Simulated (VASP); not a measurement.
# ScAl3 (Pm-3m) in VASP: a series of runs, part 2 of 2

VASP 6.6.1. The steps go on from the part before.

### 3 Single point, RPBE

This run uses another cell than the first one, of 17.68 Å³/atom.

INCAR reads:

```
PREC = Accurate
ENCUT = 520
EDIFF = 1E-7
ISMEAR = 1
SIGMA = 0.05
LREAL = F
LASPH = T
NELM = 100
ALGO = Normal
ISIF = 2
LWAVE = F
LCHARG = T
GGA = RP
LELF = T
LVHAR = T
NBANDS = 18
```

KPOINTS reads:

```
Automatic mesh
0
Gamma
  6 6 6
```

POSCAR reads:

```
ScAl3
1.0
    4.1353970456      0.0000000000      0.0000000000
    0.0000000000      4.1353970456      0.0000000000
    0.0000000000      0.0000000000      4.1353970456
Sc Al
1 3
Direct
    0.0000000000      0.0000000000      0.0000000000
    0.5000000000      0.0000000000      0.5000000000
    0.0000000000      0.5000000000      0.5000000000
    0.5000000000      0.5000000000      0.0000000000
```

Potentials or basis: VASP PAW PBE potentials, release 64 (Sc_sv, Al).

Run with:

```
> cat potpaw_PBE.64/Sc_sv/POTCAR potpaw_PBE.64/Al/POTCAR > POTCAR
> mpirun -np 1 vasp_std > vasp.out
```

It took 22 s on 1 thread of Intel Xeon Platinum 8559C (Emerald Rapids), shared host; peak memory 0.18 GiB.

Results (log left out):

```yaml
Free_energy: -18.1847 eV
Pressure: -0.1 GPa
Band_gap_on_the_k_mesh: zero (bands 10 and 11 overlap by 3.70 eV)
```

Levels at points of the mesh, in eV from the Fermi level:
| k point | band 7 | band 8 | band 9 | band 10 | band 11 | band 12 | band 13 | band 14 |
| --- | --- | --- | --- | --- | --- | --- | --- | --- |
| (0.00, 0.00, 0.00) | -2.69 | -1.93 | -1.93 | -1.93 | 1.14 | 1.17 | 1.17 | 1.17 |
| (0.50, 0.00, 0.00) | -1.79 | -1.79 | -1.53 | 0.63 | 0.82 | 0.82 | 1.22 | 1.49 |
| (0.50, 0.50, 0.00) | -5.70 | -4.41 | -0.63 | -0.63 | 1.07 | 1.23 | 1.92 | 2.33 |
| (0.50, 0.50, 0.50) | -4.84 | -4.47 | -3.07 | -3.07 | -3.07 | 0.76 | 2.44 | 2.44 |

Caveat: the PAW data sets were made with another functional, which shifts forces and pressure a little.

### 4 Single point, r2SCAN+D4

POSCAR reads:

```
ScAl3
1.0
    4.0702200300      0.0000000000      0.0000000000
    0.0000000000      4.0702200300      0.0000000000
    0.0000000000      0.0000000000      4.0702200300
Sc Al
1 3
Direct
    0.0000000000      0.0000000000      0.0000000000
    0.5000000000      0.0000000000      0.5000000000
    0.0000000000      0.5000000000      0.5000000000
    0.5000000000      0.5000000000      0.0000000000
```

INCAR.step1 reads:

```
SYSTEM = ScAl3
ALGO     = Normal         ! electronic algorithm
EDIFF    = 1E-4           ! SCF threshold, eV
ENCUT    = 520            ! plane-wave cutoff, eV
GGA      = PE             ! functional
ISMEAR   = 1              ! smearing method
LASPH    = .TRUE.         ! aspherical terms in the spheres
LCHARG   = .FALSE.        ! write CHGCAR
LREAL    = .FALSE.        ! projectors in reciprocal space
LWAVE    = .TRUE.         ! write WAVECAR
NBANDS   = 18             ! bands
NELM     = 60             ! most SCF steps
PREC     = Accurate       ! precision mode
SIGMA    = 0.05           ! smearing width, eV
```

INCAR.step2 reads:

```
SYSTEM = ScAl3
ALGO     = Normal         ! electronic algorithm
EDIFF    = 1E-7           ! SCF threshold, eV
ENCUT    = 520            ! plane-wave cutoff, eV
ISIF     = 2              ! what is computed and relaxed
ISMEAR   = 1              ! smearing method
ISTART   = 1            
IVDW     = 13             ! dispersion correction
LASPH    = .TRUE.         ! aspherical terms in the spheres
LCHARG   = .FALSE.        ! write CHGCAR
LMIXTAU  = .TRUE.       
LREAL    = .FALSE.        ! projectors in reciprocal space
LWAVE    = .FALSE.        ! write WAVECAR
METAGGA  = R2SCAN         ! meta-GGA
NBANDS   = 18             ! bands
NELM     = 60             ! most SCF steps
PREC     = Accurate       ! precision mode
SIGMA    = 0.05           ! smearing width, eV
VDW_A1   = 0.51559235   
VDW_A2   = 5.77342911   
VDW_S6   = 1.0          
VDW_S8   = 0.6018749
```

KPOINTS reads:

```
k-points
0
G
  6 6 6
  0 0 0
```

Run with:

```
> cat potpaw_PBE.64/Sc_sv/POTCAR potpaw_PBE.64/Al/POTCAR > POTCAR
> cp INCAR.step1 INCAR
> mpirun -np 1 vasp_std > vasp.out
> cp INCAR.step2 INCAR
> mpirun -np 1 vasp_std > vasp.out
```

Wall time 61 s (1 thread of Intel Xeon Platinum 8559C (Emerald Rapids), shared host); peak memory 0.18 GiB.

Results (log left out):

```yaml
Free_energy: -33.9629 eV
Pressure: 0.0 GPa
Band_gap_on_the_k_mesh: zero (bands 10 and 11 overlap by 4.29 eV)
Dispersion_energy_per_atom: -0.118 eV
```

Levels at points of the mesh, in eV from the Fermi level:
```tsv
k point	band 7	band 8	band 9	band 10	band 11	band 12	band 13	band 14
(0.00, 0.00, 0.00)	-2.86	-2.14	-2.14	-2.14	1.19	1.29	1.29	1.29
(0.50, 0.00, 0.00)	-2.00	-2.00	-1.74	0.87	0.87	1.14	1.22	1.68
(0.50, 0.50, 0.00)	-6.13	-4.85	-0.70	-0.70	1.09	1.41	2.22	2.70
(0.50, 0.50, 0.50)	-5.15	-4.98	-3.41	-3.41	-3.41	0.97	2.81	2.81
```

Caveat: the PAW data sets were made with another functional, which shifts forces and pressure a little.

### 5 Relaxation of cell and atoms, PBEsol

This run uses another cell than the first one, of 17.08 Å³/atom.

INCAR reads:

```
PREC = Accurate
ENCUT = 600
EDIFF = 1E-7
ISMEAR = 1
SIGMA = 0.05
LREAL = F
LASPH = T
NELM = 80
ALGO = Normal
ISIF = 3
LWAVE = F
LCHARG = F
GGA = PS
IBRION = 2
NSW = 80
EDIFFG = -0.01
```

KPOINTS reads:

```
Automatic mesh
0
Gamma
  6 6 6
```

POSCAR reads:

```
ScAl3
1.0
    4.0878070000      0.0000000000      0.0000000000
    0.0000000000      4.0878070000      0.0000000000
    0.0000000000      0.0000000000      4.0878070000
Sc Al
1 3
Direct
    0.0000000000      0.0000000000      0.0000000000
    0.5000000000      0.0000000000      0.5000000000
    0.0000000000      0.5000000000      0.5000000000
    0.5000000000      0.5000000000      0.0000000000
```

Run with:

```
> cat potpaw_PBE.64/Sc_sv/POTCAR potpaw_PBE.64/Al/POTCAR > POTCAR
> mpirun -np 1 vasp_std > vasp.out
```

Wall time 47 s (1 thread of Intel Xeon Platinum 8559C (Emerald Rapids), shared host); peak memory 0.22 GiB.

It converged, with:

```yaml
Free_energy: -20.7500 eV
Relaxed_volume: 16.88 Å³/atom
Relaxed_cell: a = 4.072 Å, b = 4.072 Å, c = 4.072 Å, α = 90.00°, β = 90.00°, γ = 90.00°
Space_group_after_relaxing_to_0.1_Å: Pm-3m (No. 221)
Energy_gained_by_relaxing: 0.7 meV/atom
Ionic_steps: 3
Pressure_after_relaxing: 0.0 GPa
Band_gap_on_the_k_mesh: zero (bands 10 and 11 overlap by 3.91 eV)
```

Step by step:
```csv
step,energy change (eV),largest force (eV/Å),pressure (GPa),volume (Å³)
1,0.0000,0.0000,-1.06,68.31
2,-0.0022,0.0000,0.44,67.20
3,-0.0026,0.0000,0.00,67.51
```

Final structure:
```
CELL_PARAMETERS angstrom
4.07192 0.00000 0.00000
0.00000 4.07192 0.00000
0.00000 0.00000 4.07192
ATOMIC_POSITIONS crystal
Sc 0.00000 0.00000 0.00000
Al 0.50000 0.00000 0.50000
Al 0.00000 0.50000 0.50000
Al 0.50000 0.50000 0.00000
```

Levels at points of the mesh, in eV from the Fermi level:
| k point | band 8 | band 9 | band 10 | band 11 | band 12 | band 13 |
| --- | --- | --- | --- | --- | --- | --- |
| (0.00, 0.00, 0.00) | -1.92 | -1.92 | -1.92 | 1.12 | 1.19 | 1.19 |
| (0.50, 0.00, 0.00) | -1.84 | -1.63 | 0.84 | 0.91 | 0.91 | 1.24 |
| (0.50, 0.50, 0.00) | -4.51 | -0.66 | -0.66 | 1.11 | 1.27 | 1.97 |
| (0.50, 0.50, 0.50) | -4.61 | -3.07 | -3.07 | -3.07 | 0.83 | 2.52 |

Caveat: the PAW data sets were made with another functional, which shifts forces and pressure a little.

### 6 Relaxation of cell and atoms, RPBE

This run uses another cell than the first one, of 17.08 Å³/atom.

INCAR reads:

```
SYSTEM = ScAl3
PREC = Accurate ; ENCUT = 600
EDIFF = 1E-6 ; ISMEAR = 1
SIGMA = 0.05 ; LREAL = .False.
LASPH = .True. ; NELM = 60
ALGO = Normal ; ISIF = 3
LWAVE = .False. ; LCHARG = .False.
GGA = RP ; IBRION = 2
NSW = 80 ; EDIFFG = -0.01
```

KPOINTS reads:

```
regular mesh
0
Gamma
  6 6 6
  0 0 0
```

POSCAR is that of step 5.

Potentials or basis: VASP PAW PBE potentials, release 64 (Sc_sv, Al).

Run with:

```
> cat potpaw_PBE.64/Sc_sv/POTCAR potpaw_PBE.64/Al/POTCAR > POTCAR
> mpirun -np 1 vasp_std > vasp.out
```

Run time: 51 s. Hardware: 1 thread of Intel Xeon Platinum 8559C (Emerald Rapids), shared host; peak memory 0.22 GiB.

It converged, with:

```yaml
Free_energy: -18.1859 eV
Relaxed_volume: 17.67 Å³/atom
Relaxed_cell: a = 4.135 Å, b = 4.135 Å, c = 4.135 Å, α = 90.00°, β = 90.00°, γ = 90.00°
Space_group_after_relaxing_to_0.1_Å: Pm-3m (No. 221)
Energy_gained_by_relaxing: 5.6 meV/atom
Ionic_steps: 3
Pressure_after_relaxing: 0.0 GPa
Band_gap_on_the_k_mesh: zero (bands 10 and 11 overlap by 3.70 eV)
```

Step by step:
```
step  energy change (eV)  largest force (eV/Å)  pressure (GPa)  volume (Å³)
   1              0.0000                0.0000            3.10        68.31
   2             -0.0192                0.0000           -1.08        71.63
   3             -0.0224                0.0000            0.01        70.69
```

Final structure:
```yaml
crystal:
  lattice:
    - [4.13472, 0.00000, 0.00000]
    - [0.00000, 4.13472, 0.00000]
    - [0.00000, 0.00000, 4.13472]
  atoms:
    - { symbol: Sc, position: [0.00000, 0.00000, 0.00000] }
    - { symbol: Al, position: [0.50000, 0.00000, 0.50000] }
    - { symbol: Al, position: [0.00000, 0.50000, 0.50000] }
    - { symbol: Al, position: [0.50000, 0.50000, 0.00000] }
```

Levels at points of the mesh, in eV from the Fermi level:
```
           k point  band 8  band 9  band 10  band 11  band 12  band 13
(0.00, 0.00, 0.00)   -1.93   -1.93    -1.93     1.14     1.17     1.17
(0.50, 0.00, 0.00)   -1.79   -1.53     0.63     0.82     0.82     1.22
(0.50, 0.50, 0.00)   -4.41   -0.63    -0.63     1.07     1.23     1.92
(0.50, 0.50, 0.50)   -4.48   -3.07    -3.07    -3.07     0.77     2.44
```

Caveat: the PAW data sets were made with another functional, which shifts forces and pressure a little.

### 7 Relaxation of cell and atoms, r2SCAN+D4

This run uses another cell than the first one, of 17.08 Å³/atom.

POSCAR is that of step 6.

INCAR.step1 reads:

```
ALGO = Normal
EDIFF = 1E-4
ENCUT = 600
GGA = PE
ISMEAR = 1
LASPH = T
LCHARG = F
LREAL = F
LWAVE = T
NELM = 80
PREC = Accurate
SIGMA = 0.05
```

INCAR.step2 reads:

```
ALGO = Normal
EDIFF = 1E-6
EDIFFG = -0.01
ENCUT = 600
IBRION = 2
ISIF = 3
ISMEAR = 1
ISTART = 1
IVDW = 13
LASPH = T
LCHARG = F
LMIXTAU = T
LREAL = F
LWAVE = F
METAGGA = R2SCAN
NELM = 80
NSW = 80
PREC = Accurate
SIGMA = 0.05
VDW_A1 = 0.51559235
VDW_A2 = 5.77342911
VDW_S6 = 1.0
VDW_S8 = 0.6018749
```

KPOINTS reads:

```
k-points
0
Gamma
  6 6 6
```

Run with:

```
> cat potpaw_PBE.64/Sc_sv/POTCAR potpaw_PBE.64/Al/POTCAR > POTCAR
> cp INCAR.step1 INCAR
> mpirun -np 1 vasp_std > vasp.out
> cp INCAR.step2 INCAR
> mpirun -np 1 vasp_std > vasp.out
```

Run time: 3.6 min. Hardware: 1 thread of Intel Xeon Platinum 8559C (Emerald Rapids), shared host; peak memory 0.23 GiB.

Results (log left out):

- Free energy: -33.9633 eV
- Relaxed volume: 16.85 Å³/atom
- Relaxed cell: a = 4.070 Å, b = 4.070 Å, c = 4.070 Å, α = 90.00°, β = 90.00°, γ = 90.00°
- Space group after relaxing (to 0.1 Å): Pm-3m (No. 221)
- Energy gained by relaxing: 0.9 meV/atom
- Ionic steps: 3
- Pressure after relaxing: 0.0 GPa
- Band gap on the k mesh: zero (bands 10 and 11 overlap by 4.29 eV)
- Dispersion energy per atom: -0.118 eV

Step by step:
| step | energy change (eV) | largest force (eV/Å) | pressure (GPa) | volume (Å³) |
| --- | --- | --- | --- | --- |
| 1 | 0.0000 | 0.0000 | -1.24 | 68.31 |
| 2 | -0.0029 | 0.0000 | 0.60 | 67.01 |
| 3 | -0.0036 | 0.0000 | 0.02 | 67.40 |

Final structure:
```xyz
4
Lattice="4.0696 0.0000 0.0000 0.0000 4.0696 0.0000 0.0000 0.0000 4.0696" Properties=species:S:1:pos:R:3 pbc="T T T"
Sc    0.0000    0.0000    0.0000
Al    2.0348    0.0000    2.0348
Al    0.0000    2.0348    2.0348
Al    2.0348    2.0348    0.0000
```

Levels at points of the mesh, in eV from the Fermi level:
| k point | band 7 | band 8 | band 9 | band 10 | band 11 | band 12 | band 13 | band 14 |
| --- | --- | --- | --- | --- | --- | --- | --- | --- |
| (0.00, 0.00, 0.00) | -2.86 | -2.14 | -2.14 | -2.14 | 1.19 | 1.29 | 1.29 | 1.29 |
| (0.50, 0.00, 0.00) | -2.00 | -2.00 | -1.74 | 0.87 | 0.87 | 1.14 | 1.22 | 1.68 |
| (0.50, 0.50, 0.00) | -6.13 | -4.85 | -0.70 | -0.70 | 1.09 | 1.41 | 2.22 | 2.70 |
| (0.50, 0.50, 0.50) | -5.15 | -4.99 | -3.41 | -3.41 | -3.41 | 0.97 | 2.81 | 2.81 |

Caveat: the PAW data sets were made with another functional, which shifts forces and pressure a little.

### 8 Summary

```tsv
task	level	cell	cutoff (eV)	gap on the mesh (eV)	pressure (GPa)	relaxed volume (Å³/atom)
single point	PBEsol	a = 4.070 Å, 4 atoms	520	none	0.1	-
single point	RPBE	a = 4.135 Å, 4 atoms	520	none	-0.1	-
single point	r2SCAN+D4	a = 4.070 Å, 4 atoms	520	none	0.0	-
relaxation of cell and atoms	PBEsol	relaxed from a = 4.088 Å, 4 atoms	600	none	0.0	16.88
relaxation of cell and atoms	RPBE	relaxed from a = 4.088 Å, 4 atoms	600	none	0.0	17.67
relaxation of cell and atoms	r2SCAN+D4	relaxed from a = 4.088 Å, 4 atoms	600	none	0.0	16.85
```

Alike in all rows: potentials or basis VASP PAW PBE potentials, release 64 (Sc_sv, Al); no spin polarisation; k mesh 6 × 6 × 6; smearing methfessel-paxton 0.05 eV.

Caveats: the PAW data sets were made with another functional, which shifts forces and pressure a little.

Absolute energies hang on the potentials; compare differences alone.
